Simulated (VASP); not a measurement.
# Ru (Pm-3m) in VASP: single point with LDA

Aim: the single point of Ru with LDA.

Everything below comes from runs of VASP 6.6.1. Logs are shortened: lines on timing, memory, paths and dates and some standing lists are left out, and cuts for length are marked.

### 1 The cell of the first run

It takes space group Pm-3m (No. 221, cubic). The conventional cell has a = 4.102 Å, b = 4.102 Å, c = 4.102 Å, α = 90.00°, β = 90.00°, γ = 90.00°. Within 3.8 Å of Ru (site symmetry 4/mmm) lie 8 Ru at 2.90 Å.

### 2 Single point, LDA

Contents of INCAR:

```
  ALGO = Normal
  EDIFF = 1E-6
  ENCUT = 520
  ISIF = 2
  ISMEAR = -1
  LASPH = True
  LCHARG = False
  LREAL = False
  LWAVE = False
  NBANDS = 28
  NELM = 100
  PREC = Accurate
  SIGMA = 0.15
```

Contents of KPOINTS:

```
k-points
0
Gamma
  6 6 6
```

Contents of POSCAR:

```
Ru
1.0
    4.1024500000      0.0000000000      0.0000000000
    0.0000000000      4.1024500000      0.0000000000
    0.0000000000      0.0000000000      4.1024500000
Ru
3
Direct
    0.5000000000      0.0000000000      0.0000000000
    0.0000000000      0.5000000000      0.0000000000
    0.0000000000      0.0000000000      0.5000000000
```

Potentials or basis: VASP PAW LDA potentials, release 64 (Ru_pv).

Command:

```bash
> cat potpaw_LDA.64/Ru_pv/POTCAR > POTCAR
> mpirun -np 1 vasp_std > vasp.out
```

OUTCAR:

```text
EDIFF = 1E-6
   ENCUT = 520
   ISIF = 2
   ISMEAR = -1
   LASPH = True
   LREAL = False
   NELM = 100
   PREC = Accurate

 ion  position               nearest neighbor table
   1  0.500  0.000  0.000-   2 2.90   3 2.90   3 2.90   2 2.90   2 2.90   3 2.90   3 2.90   2 2.90

   2  0.000  0.500  0.000-   1 2.90   3 2.90   3 2.90   1 2.90   3 2.90   3 2.90   1 2.90   1 2.90

   3  0.000  0.000  0.500-   1 2.90   2 2.90   1 2.90   2 2.90   2 2.90   2 2.90   1 2.90   1 2.90

  LATTYP: Found a simple cubic cell.
 ALAT       =     4.1024500000

  Lattice vectors:

 A1 = (   4.1024500000,   0.0000000000,   0.0000000000)
 A2 = (   0.0000000000,   4.1024500000,   0.0000000000)
 A3 = (   0.0000000000,   0.0000000000,   4.1024500000)

Analysis of symmetry for initial positions (statically):
=====================================================================
 Subroutine PRICEL returns:
 Original cell was already a primitive cell.

 Routine SETGRP: Setting up the symmetry group for a
 simple cubic supercell.

 Subroutine GETGRP returns: Found 48 space group operations
 (whereof 48 operations were pure point group operations)
 out of a pool of 48 trial point group operations.

The static configuration has the point symmetry O_h .

Analysis of symmetry for dynamics (positions and initial velocities):
=====================================================================
 Subroutine PRICEL returns:
 Original cell was already a primitive cell.

 Routine SETGRP: Setting up the symmetry group for a
 simple cubic supercell.

 Subroutine GETGRP returns: Found 48 space group operations
 (whereof 48 operations were pure point group operations)
 out of a pool of 48 trial point group operations.

The dynamic configuration has the point symmetry O_h .

 Subroutine INISYM returns: Found 48 space group operations
 (whereof 48 operations are pure point group operations),
 and found     1 'primitive' translations

----------------------------------------------------------------------------------------

                                     Primitive cell

  volume of cell :      69.0446

  direct lattice vectors                    reciprocal lattice vectors
     4.102450000  0.000000000  0.000000000     0.243756779  0.000000000  0.000000000
     0.000000000  4.102450000  0.000000000     0.000000000  0.243756779  0.000000000
     0.000000000  0.000000000  4.102450000     0.000000000  0.000000000  0.243756779

  length of vectors
     4.102450000  4.102450000  4.102450000     0.243756779  0.243756779  0.243756779

  position of ions in fractional coordinates (direct lattice)
     0.500000000  0.000000000  0.000000000
     0.000000000  0.500000000  0.000000000
     0.000000000  0.000000000  0.500000000

  ion indices of the primitive-cell ions
   primitive index   ion index
                 1           1
                 2           2
                 3           3

----------------------------------------------------------------------------------------

 KPOINTS: k-points

Automatic generation of k-mesh.
 Grid dimensions read from file:
 generate k-points for:    6    6    6

 Generating k-lattice:

  Cartesian coordinates                     Fractional coordinates (reciprocal lattice)
     0.040626130  0.000000000  0.000000000     0.166666667  0.000000000  0.000000000
     0.000000000  0.040626130  0.000000000     0.000000000  0.166666667  0.000000000
     0.000000000  0.000000000  0.040626130     0.000000000  0.000000000  0.166666667

  Length of vectors
     0.040626130  0.040626130  0.040626130

  Shift w.r.t. Gamma in fractional coordinates (k-lattice)
     0.000000000  0.000000000  0.000000000

 Subroutine IBZKPT returns following result:
 ===========================================

 Found     20 irreducible k-points:

 Following reciprocal coordinates:
            Coordinates               Weight
  0.000000  0.000000  0.000000      1.000000
  0.166667  0.000000  0.000000      6.000000
  0.333333  0.000000  0.000000      6.000000
  0.500000  0.000000  0.000000      3.000000
  0.166667  0.166667  0.000000     12.000000
  0.333333  0.166667  0.000000     24.000000
[... 12 lines left out ...]
  0.500000  0.500000  0.333333      6.000000
  0.500000  0.500000  0.500000      1.000000
   k-points           NKPTS =     20   k-points in BZ     NKDIM =     20   number of bands    NBANDS=     28
   number of dos      NEDOS =    301   number of ions     NIONS =      3
   total plane-waves  NPLWV =  32768
   dimension x,y,z NGX =    32 NGY =   32 NGZ =   32
   dimension x,y,z NGXF=    64 NGYF=   64 NGZF=   64
   ions per type =               3
   NGX,Y,Z   is equivalent  to a cutoff of  12.97, 12.97, 12.97 a.u.
   NGXF,Y,Z  is equivalent  to a cutoff of  25.94, 25.94, 25.94 a.u.
 SYSTEM =  unknown system
   PREC   = accura    normal or accurate (medium, high low for compatibility)
   ISTART =      0    job   : 0-new  1-cont  2-samecut
   ICHARG =      2    charge: 1-file 2-atom 10-const
   ISPIN  =      1    spin polarized calculation?
   LNONCOLLINEAR =      F non collinear calculations
   LSORBIT =      F    spin-orbit coupling
   LASPH  =      T    aspherical Exc in radial PAW
   ENCUT  =  520.0 eV  38.22 Ry    6.18 a.u.   7.63  7.63  7.63*2*pi/ulx,y,z
   NELM   =    100;   NELMIN=  2; NELMDL= -5     # of ELM steps
   EDIFF  = 0.1E-05   stopping-criterion for ELM
   LREAL  =      F    real-space projection
   EDIFFG = 0.1E-04   stopping-criterion for IOM
   NSW    =      0    number of steps for IOM
   IBRION =     -1    ionic relax: 0-MD 1-quasi-New 2-CG
   NFREE  =      0    steps in history (QN), initial steepest desc. (CG)
   ISIF   =      2    stress and relaxation
   ISYM   =      2    0-nonsym 1-usesym 2-fastsym
   POTIM  = 0.5000    time-step for ionic-motion
   TEBEG  =    0.0;   TEEND  =   0.0 temperature during run
   PSTRESS=    0.0 pullay stress
   NELECT =      42.0000    total number of electrons
   NUPDOWN=      -1.0000    fix difference up-down
   EMIN   =  10.00;   EMAX   =-10.00  energy-range for DOS
   EFERMI =   0.00;   METHOD = LEGACY
   ISMEAR =    -1;   SIGMA  =   0.15  broadening in eV -4-tet -1-fermi 0-gaus
   EFERMI_NEDOS =   21; number of points for ismear=-14 and -15
   IALGO  =     38    algorithm
   IMIX   =      4    mixing-type and parameters
     AMIX     =   0.40;   BMIX     =  1.00
     AMIX_MAG =   1.60;   BMIX_MAG =  1.00
  volume/ion in A,a.u.               =      23.01       155.31
  Fermi-wavevector in a.u.,A,eV,Ry     =   1.387122  2.621280 26.179068  1.924107
  Thomas-Fermi vector in A             =   2.511373
   LORBIT       =      0    0 simple, 1 ext, 2 COOP (PROOUT), +10 PAW based schemes
   GGA     = CA    functional components
   LHFCALC =     F    Hartree Fock is set to
   AEXX    =    0.0000 exact exchange contribution
   IVDW    =     0    specifies the selected vdW correction
   LEPSILON=     F    determine dielectric tensor
   LRPA    =     F    only Hartree local field effects (RPA)
 non-spin polarized calculation
  energy-cutoff  :      520.00
  volume of cell :       69.04
 maximum number of plane-waves:      1881
 NGX is ok and might be reduce to    32
   NGX = 15   NGY = 15   NGZ = 15

 number of electron      42.0000031 magnetization

 Free energy of the ion-electron system (eV)
  ---------------------------------------------------
  ext. energy  EPLUGINS =         0.00000000
  ---------------------------------------------------
  free energy    TOTEN  =       -24.89145910 eV

  energy without entropy =      -24.26623022  energy(sigma->0) =      -24.57884466

 E-fermi :   5.0921     XC(G=0): -11.1719

 val. band max:        5.0505999503   @ k =   0.3333   0.1667   0.1667
 cond. band min:       5.1032720947   @ k =   0.5000   0.5000   0.0000
 fundamental gap:      0.0526721444
 Fermi energy:         5.0920620202

 k-point     1 :       0.0000    0.0000    0.0000
  band No.  band energies     occupation
      1     -37.2224      2.00000
      2     -37.2224      2.00000
      3     -37.2224      2.00000
      4     -36.9732      2.00000
      5     -36.9732      2.00000
      6     -36.9732      2.00000
[... 20 lines left out ...]
     27       9.4191      0.00000
     28       9.4191      0.00000

 k-point     2 :       0.1667    0.0000    0.0000
  band No.  band energies     occupation
      1     -37.2114      2.00000
      2     -37.2114      2.00000
      3     -37.2032      2.00000
      4     -36.9767      2.00000
      5     -36.9767      2.00000
      6     -36.9740      2.00000
[... 20 lines left out ...]
     27      10.3060      0.00000
     28      10.3060      0.00000

 k-point     3 :       0.3333    0.0000    0.0000
  band No.  band energies     occupation
      1     -37.1862      2.00000
      2     -37.1862      2.00000
      3     -37.1515      2.00000
      4     -36.9882      2.00000
      5     -36.9882      2.00000
      6     -36.9758      2.00000
[... 20 lines left out ...]
     27      11.8771      0.00000
     28      11.8771      0.00000

 k-point     4 :       0.5000    0.0000    0.0000
  band No.  band energies     occupation
      1     -37.1711      2.00000
      2     -37.1711      2.00000
      3     -37.1039      2.00000
      4     -37.0254      2.00000
      5     -36.9975      2.00000
      6     -36.9975      2.00000
[... 20 lines left out ...]
     27      12.9301      0.00000
     28      12.9301      0.00000

 k-point     5 :       0.1667    0.1667    0.0000
  band No.  band energies     occupation
      1     -37.2215      2.00000
      2     -37.2001      2.00000
      3     -37.1672      2.00000
      4     -37.0010      2.00000
      5     -36.9792      2.00000
      6     -36.9599      2.00000
[... 20 lines left out ...]
     27       9.2229      0.00000
     28      11.0330      0.00000

 k-point     6 :       0.3333    0.1667    0.0000
  band No.  band energies     occupation
      1     -37.2103      2.00000
      2     -37.1738      2.00000
      3     -37.1132      2.00000
      4     -37.0400      2.00000
      5     -36.9886      2.00000
      6     -36.9770      2.00000
[... 339 lines left out ...]
      5     -37.0054      2.00000
      6     -37.0054      2.00000
[... 20 lines left out ...]
     27       9.2170      0.00000
     28       9.2170      0.00000

 k-point    18 :       0.5000    0.3333    0.3333
  band No.  band energies     occupation
      1     -37.3297      2.00000
      2     -37.1192      2.00000
      3     -37.1131      2.00000
      4     -37.1003      2.00000
      5     -37.0063      2.00000
      6     -36.9756      2.00000
[... 20 lines left out ...]
     27       9.0741      0.00000
     28       9.4474      0.00000

 k-point    19 :       0.5000    0.5000    0.3333
  band No.  band energies     occupation
      1     -37.3502      2.00000
      2     -37.1343      2.00000
      3     -37.1161      2.00000
      4     -37.1161      2.00000
      5     -36.9890      2.00000
      6     -36.9650      2.00000
[... 20 lines left out ...]
     27       8.2472      0.00000
     28       8.2472      0.00000

 k-point    20 :       0.5000    0.5000    0.5000
  band No.  band energies     occupation
      1     -37.3740      2.00000
      2     -37.1342      2.00000
      3     -37.1342      2.00000
      4     -37.1342      2.00000
      5     -36.9649      2.00000
      6     -36.9649      2.00000
[... 20 lines left out ...]
     27       7.7316      0.00000
     28       7.7316      0.00000

------------------------ aborting loop because EDIFF is reached ----------------------------------------

  FORCE on cell =-STRESS in cart. coord.  units (eV):
  Direction    XX          YY          ZZ          XY          YZ          ZX
  --------------------------------------------------------------------------------------
  -------------------------------------------------------------------------------------
  Total      -16.5181282    -16.5181282    -16.5181282     -0.0000000     -0.0000000     -0.0000000
  in kB     -383.3023891   -383.3023891   -383.3023891     -0.0000000     -0.0000000     -0.0000000
  external PRESSURE =    -383.3023891 kB  Pullay stress =       0.0000000 kB

 VOLUME and BASIS-vectors are now :
 -----------------------------------------------------------------------------
  energy-cutoff  :      520.00
  volume of cell :       69.04
      direct lattice vectors                 reciprocal lattice vectors
     4.102450000  0.000000000  0.000000000     0.243756779  0.000000000  0.000000000
     0.000000000  4.102450000  0.000000000     0.000000000  0.243756779  0.000000000
     0.000000000  0.000000000  4.102450000     0.000000000  0.000000000  0.243756779

 POSITION                                       TOTAL-FORCE (eV/Angst)
 -----------------------------------------------------------------------------------
      2.05123      0.00000      0.00000         0.000000      0.000000      0.000000
      0.00000      2.05123      0.00000         0.000000      0.000000      0.000000
      0.00000      0.00000      2.05123         0.000000      0.000000      0.000000
 -----------------------------------------------------------------------------------
    total drift:                                0.000000      0.000000     -0.000000

  FREE ENERGIE OF THE ION-ELECTRON SYSTEM (eV)
  ---------------------------------------------------
  free  energy   TOTEN  =       -24.8914590978 eV

  energy  without entropy=      -24.2662302239  energy(sigma->0) =      -24.57884466
```

Run time: 38 s. Hardware: 1 thread of AMD EPYC 7R13, shared host; peak memory 0.13 GiB.

Results:

```yaml
Free_energy: -24.8915 eV
Pressure: -38.3 GPa
Band_gap_on_the_k_mesh: zero (band 21 reaches 5.70 eV, above the bottom of band 22 at 4.55 eV)
```

Levels at points of the mesh, in eV from the Fermi level:
```csv
k point,band 17,band 18,band 19,band 20,band 21,band 22,band 23,band 24,band 25,band 26
"(0.00, 0.00, 0.00)",-0.19,-0.19,-0.19,0.61,0.61,1.38,1.70,1.70,1.70,4.33
"(0.50, 0.00, 0.00)",-1.38,-1.38,-0.60,-0.54,-0.40,-0.07,-0.07,0.08,0.70,1.70
"(0.50, 0.50, 0.00)",-1.51,-1.26,-1.26,-0.56,-0.56,-0.54,0.01,0.36,0.74,2.69
"(0.50, 0.50, 0.50)",-0.35,-0.35,-0.35,0.29,0.29,1.18,1.38,1.38,1.38,2.64
```
